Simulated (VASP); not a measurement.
# LiBe (Pm-3m) in VASP: single point with PBEsol

Aim: the single point of LiBe with PBEsol.

Everything below comes from runs of VASP 6.6.1. Logs are shortened: lines on timing, memory, paths and dates and some standing lists are left out, and cuts for length are marked.

**1. The cell of the first run**

Symmetry: Pm-3m, No. 221, cubic system. Conventional cell: a = 2.811 Å, b = 2.811 Å, c = 2.811 Å, α = 90.00°, β = 90.00°, γ = 90.00°. Within 3.2 Å of Li (site symmetry m-3m) lie 8 Be at 2.43 Å and 6 Li at 2.81 Å. Within 3.2 Å of Be (site symmetry m-3m) lie 8 Li at 2.43 Å and 6 Be at 2.81 Å.

**2. Single point, PBEsol**

INCAR

```
  PREC = Accurate
  ENCUT = 750
  EDIFF = 1E-6
  ISMEAR = -1
  SIGMA = 0.05
  LREAL = False
  LASPH = True
  NELM = 120
  ALGO = Normal
  ISIF = 2
  LWAVE = False
  LCHARG = False
  GGA = PS
  NBANDS = 10
  GGA_COMPAT = False
```

KPOINTS

```
Automatic mesh
0
Gamma
  8 8 8
  0.5 0.5 0.5
```

POSCAR

```
LiBe
1.0
    2.8111530000      0.0000000000      0.0000000000
    0.0000000000      2.8111530000      0.0000000000
    0.0000000000      0.0000000000      2.8111530000
Li Be
1 1
Direct
    0.0000000000      0.0000000000      0.0000000000
    0.5000000000      0.5000000000      0.5000000000
```

Potentials or basis: VASP PAW PBE potentials, release 64 (Li_sv, Be).

Run with:

```console
> cat potpaw_PBE.64/Li_sv/POTCAR potpaw_PBE.64/Be/POTCAR > POTCAR
> mpirun -np 1 vasp_std > vasp.out
```

OUTCAR:

```text
PREC = Accurate
   ENCUT = 750
   EDIFF = 1E-6
   ISMEAR = -1
   LREAL = False
   LASPH = True
   NELM = 120
   ISIF = 2
   GGA = PS

 ion  position               nearest neighbor table
   1  0.000  0.000  0.000-   2 2.43   2 2.43   2 2.43   2 2.43   2 2.43   2 2.43   2 2.43   2 2.43

   2  0.500  0.500  0.500-   1 2.43   1 2.43   1 2.43   1 2.43   1 2.43   1 2.43   1 2.43   1 2.43

  LATTYP: Found a simple cubic cell.
 ALAT       =     2.8111530000

  Lattice vectors:

 A1 = (   2.8111530000,   0.0000000000,   0.0000000000)
 A2 = (   0.0000000000,   2.8111530000,   0.0000000000)
 A3 = (   0.0000000000,   0.0000000000,   2.8111530000)

Analysis of symmetry for initial positions (statically):
=====================================================================
 Subroutine PRICEL returns:
 Original cell was already a primitive cell.

 Routine SETGRP: Setting up the symmetry group for a
 simple cubic supercell.

 Subroutine GETGRP returns: Found 48 space group operations
 (whereof 48 operations were pure point group operations)
 out of a pool of 48 trial point group operations.

The static configuration has the point symmetry O_h .

Analysis of symmetry for dynamics (positions and initial velocities):
=====================================================================
 Subroutine PRICEL returns:
 Original cell was already a primitive cell.

 Routine SETGRP: Setting up the symmetry group for a
 simple cubic supercell.

 Subroutine GETGRP returns: Found 48 space group operations
 (whereof 48 operations were pure point group operations)
 out of a pool of 48 trial point group operations.

The dynamic configuration has the point symmetry O_h .

 Subroutine INISYM returns: Found 48 space group operations
 (whereof 48 operations are pure point group operations),
 and found     1 'primitive' translations

----------------------------------------------------------------------------------------

                                     Primitive cell

  volume of cell :      22.2154

  direct lattice vectors                    reciprocal lattice vectors
     2.811153000  0.000000000  0.000000000     0.355725925  0.000000000  0.000000000
     0.000000000  2.811153000  0.000000000     0.000000000  0.355725925  0.000000000
     0.000000000  0.000000000  2.811153000     0.000000000  0.000000000  0.355725925

  length of vectors
     2.811153000  2.811153000  2.811153000     0.355725925  0.355725925  0.355725925

  position of ions in fractional coordinates (direct lattice)
     0.000000000  0.000000000  0.000000000
     0.500000000  0.500000000  0.500000000

  ion indices of the primitive-cell ions
   primitive index   ion index
                 1           1
                 2           2

----------------------------------------------------------------------------------------

 KPOINTS: Automatic mesh

Automatic generation of k-mesh.
 Grid dimensions read from file:
 generate k-points for:    8    8    8

 Generating k-lattice:

  Cartesian coordinates                     Fractional coordinates (reciprocal lattice)
     0.044465741  0.000000000  0.000000000     0.125000000  0.000000000  0.000000000
     0.000000000  0.044465741  0.000000000     0.000000000  0.125000000  0.000000000
     0.000000000  0.000000000  0.044465741     0.000000000  0.000000000  0.125000000

  Length of vectors
     0.044465741  0.044465741  0.044465741

  Shift w.r.t. Gamma in fractional coordinates (k-lattice)
     0.500000000  0.500000000  0.500000000

 Subroutine IBZKPT returns following result:
 ===========================================

 Found     20 irreducible k-points:

 Following reciprocal coordinates:
            Coordinates               Weight
  0.062500  0.062500  0.062500      8.000000
  0.187500  0.062500  0.062500     24.000000
  0.312500  0.062500  0.062500     24.000000
  0.437500  0.062500  0.062500     24.000000
  0.187500  0.187500  0.062500     24.000000
  0.312500  0.187500  0.062500     48.000000
[... 12 lines left out ...]
  0.437500  0.437500  0.312500     24.000000
  0.437500  0.437500  0.437500      8.000000
   k-points           NKPTS =     20   k-points in BZ     NKDIM =     20   number of bands    NBANDS=     10
   number of dos      NEDOS =    301   number of ions     NIONS =      2
   total plane-waves  NPLWV =  21952
   dimension x,y,z NGX =    28 NGY =   28 NGZ =   28
   dimension x,y,z NGXF=    56 NGYF=   56 NGZF=   56
   ions per type =               1   1
   NGX,Y,Z   is equivalent  to a cutoff of  16.56, 16.56, 16.56 a.u.
   NGXF,Y,Z  is equivalent  to a cutoff of  33.12, 33.12, 33.12 a.u.
 SYSTEM =  unknown system
   PREC   = accura    normal or accurate (medium, high low for compatibility)
   ISTART =      0    job   : 0-new  1-cont  2-samecut
   ICHARG =      2    charge: 1-file 2-atom 10-const
   ISPIN  =      1    spin polarized calculation?
   LNONCOLLINEAR =      F non collinear calculations
   LSORBIT =      F    spin-orbit coupling
   LASPH  =      T    aspherical Exc in radial PAW
   ENCUT  =  750.0 eV  55.12 Ry    7.42 a.u.   6.28  6.28  6.28*2*pi/ulx,y,z
   NELM   =    120;   NELMIN=  2; NELMDL= -5     # of ELM steps
   EDIFF  = 0.1E-05   stopping-criterion for ELM
   LREAL  =      F    real-space projection
   EDIFFG = 0.1E-04   stopping-criterion for IOM
   NSW    =      0    number of steps for IOM
   IBRION =     -1    ionic relax: 0-MD 1-quasi-New 2-CG
   NFREE  =      0    steps in history (QN), initial steepest desc. (CG)
   ISIF   =      2    stress and relaxation
   ISYM   =      2    0-nonsym 1-usesym 2-fastsym
   POTIM  = 0.5000    time-step for ionic-motion
   TEBEG  =    0.0;   TEEND  =   0.0 temperature during run
   PSTRESS=    0.0 pullay stress
   NELECT =       5.0000    total number of electrons
   NUPDOWN=      -1.0000    fix difference up-down
   EMIN   =  10.00;   EMAX   =-10.00  energy-range for DOS
   EFERMI =   0.00;   METHOD = LEGACY
   ISMEAR =    -1;   SIGMA  =   0.05  broadening in eV -4-tet -1-fermi 0-gaus
   EFERMI_NEDOS =   21; number of points for ismear=-14 and -15
   IALGO  =     38    algorithm
   IMIX   =      4    mixing-type and parameters
     AMIX     =   0.40;   BMIX     =  1.00
     AMIX_MAG =   1.60;   BMIX_MAG =  1.00
  volume/ion in A,a.u.               =      11.11        74.96
  Fermi-wavevector in a.u.,A,eV,Ry     =   0.995819  1.881825 13.492288  0.991655
  Thomas-Fermi vector in A             =   2.127865
   LORBIT       =      0    0 simple, 1 ext, 2 COOP (PROOUT), +10 PAW based schemes
   GGA     = PS    functional components
   LHFCALC =     F    Hartree Fock is set to
   AEXX    =    0.0000 exact exchange contribution
   IVDW    =     0    specifies the selected vdW correction
   LEPSILON=     F    determine dielectric tensor
   LRPA    =     F    only Hartree local field effects (RPA)
 non-spin polarized calculation
  energy-cutoff  :      750.00
  volume of cell :       22.22
 maximum number of plane-waves:      1041
 NGX is ok and might be reduce to    28
   NGX = 13   NGY = 13   NGZ = 13

 number of electron       5.0000002 magnetization

 Free energy of the ion-electron system (eV)
  ---------------------------------------------------
  ext. energy  EPLUGINS =         0.00000000
  ---------------------------------------------------
  free energy    TOTEN  =        -5.22194341 eV

  energy without entropy =       -5.21273126  energy(sigma->0) =       -5.21733734

 E-fermi :   3.1206     XC(G=0):  -9.1533

 val. band max:        2.6391941712   @ k =   0.4375   0.4375   0.3125
 cond. band min:       3.1443491203   @ k =   0.3125   0.3125   0.0625
 fundamental gap:      0.5051549491
 Fermi energy:         3.1206405583

 k-point     1 :       0.0625    0.0625    0.0625
  band No.  band energies     occupation
      1     -41.1337      2.00000
      2      -3.4544      2.00000
      3       8.2999      0.00000
      4       8.2999      0.00000
      5       9.1606      0.00000
      6      14.7726      0.00000
      7      14.7726      0.00000
      8      21.5421      0.00000
      9      21.7212      0.00000
     10      22.0947      0.00000

 k-point     2 :       0.1875    0.0625    0.0625
  band No.  band energies     occupation
      1     -41.1282      2.00000
      2      -3.0531      2.00000
      3       5.7428      0.00000
      4       8.8215      0.00000
      5       9.6095      0.00000
      6      15.3254      0.00000
      7      17.8533      0.00000
      8      19.9957      0.00000
      9      20.0773      0.00000
     10      21.7880      0.00000

 k-point     3 :       0.3125    0.0625    0.0625
  band No.  band energies     occupation
      1     -41.1203      2.00000
      2      -2.2545      2.00000
      3       3.1718      0.52900
      4       9.8110      0.00000
      5      10.5080      0.00000
      6      16.2490      0.00000
      7      17.5156      0.00000
      8      17.7648      0.00000
      9      19.3555      0.00000
     10      21.4181      0.00000

 k-point     4 :       0.4375    0.0625    0.0625
  band No.  band energies     occupation
      1     -41.1147      2.00000
      2      -1.1470      2.00000
      3       1.1414      2.00000
      4      10.9791      0.00000
      5      11.5058      0.00000
      6      15.0346      0.00000
      7      15.9960      0.00000
      8      18.1515      0.00000
      9      19.2548      0.00000
     10      21.0372      0.00000
[... 170 lines left out ...]
 k-point    18 :       0.4375    0.3125    0.3125
  band No.  band energies     occupation
      1     -41.0899      2.00000
      2       1.4422      2.00000
      3       3.1541      0.67708
      4       6.1666      0.00000
      5       9.6611      0.00000
      6       9.7585      0.00000
      7      12.1596      0.00000
      8      14.0230      0.00000
      9      19.0948      0.00000
     10      28.4865      0.00000

 k-point    19 :       0.4375    0.4375    0.3125
  band No.  band energies     occupation
      1     -41.0849      2.00000
      2       2.6392      1.99987
      3       3.6558      0.00004
      4       5.3585      0.00000
      5       8.5618      0.00000
      6      10.0846      0.00000
      7      11.0429      0.00000
      8      12.1575      0.00000
      9      18.9067      0.00000
     10      29.8757      0.00000

 k-point    20 :       0.4375    0.4375    0.4375
  band No.  band energies     occupation
      1     -41.0800      2.00000
      2       3.9049      0.00000
      3       5.0659      0.00000
      4       5.0659      0.00000
      5       8.5139      0.00000
      6       8.5139      0.00000
      7       8.9517      0.00000
      8      10.4203      0.00000
      9      18.8417      0.00000
     10      32.5496      0.00000

------------------------ aborting loop because EDIFF is reached ----------------------------------------

  FORCE on cell =-STRESS in cart. coord.  units (eV):
  Direction    XX          YY          ZZ          XY          YZ          ZX
  --------------------------------------------------------------------------------------
  -------------------------------------------------------------------------------------
  Total       -0.0622698     -0.0622698     -0.0622698     -0.0000000     -0.0000000      0.0000000
  in kB       -4.4909102     -4.4909102     -4.4909102     -0.0000000     -0.0000000      0.0000000
  external PRESSURE =      -4.4909102 kB  Pullay stress =       0.0000000 kB

 VOLUME and BASIS-vectors are now :
 -----------------------------------------------------------------------------
  energy-cutoff  :      750.00
  volume of cell :       22.22
      direct lattice vectors                 reciprocal lattice vectors
     2.811153000  0.000000000  0.000000000     0.355725925  0.000000000  0.000000000
     0.000000000  2.811153000  0.000000000     0.000000000  0.355725925  0.000000000
     0.000000000  0.000000000  2.811153000     0.000000000  0.000000000  0.355725925

 POSITION                                       TOTAL-FORCE (eV/Angst)
 -----------------------------------------------------------------------------------
      0.00000      0.00000      0.00000         0.000000      0.000000      0.000000
      1.40558      1.40558      1.40558         0.000000      0.000000      0.000000
 -----------------------------------------------------------------------------------
    total drift:                               -0.000000     -0.000000     -0.000000

  FREE ENERGIE OF THE ION-ELECTRON SYSTEM (eV)
  ---------------------------------------------------
  free  energy   TOTEN  =        -5.2219434088 eV

  energy  without entropy=       -5.2127312636  energy(sigma->0) =       -5.21733734
```

Wall time 10 s (1 thread of AMD EPYC 7R43 (Zen 3), shared host); peak memory 0.11 GiB.

What came out:

```
Free energy : -5.2219 eV
Pressure    : -0.4 GPa
```

Caveat: the PAW data sets were made with another functional, which shifts forces and pressure a little.
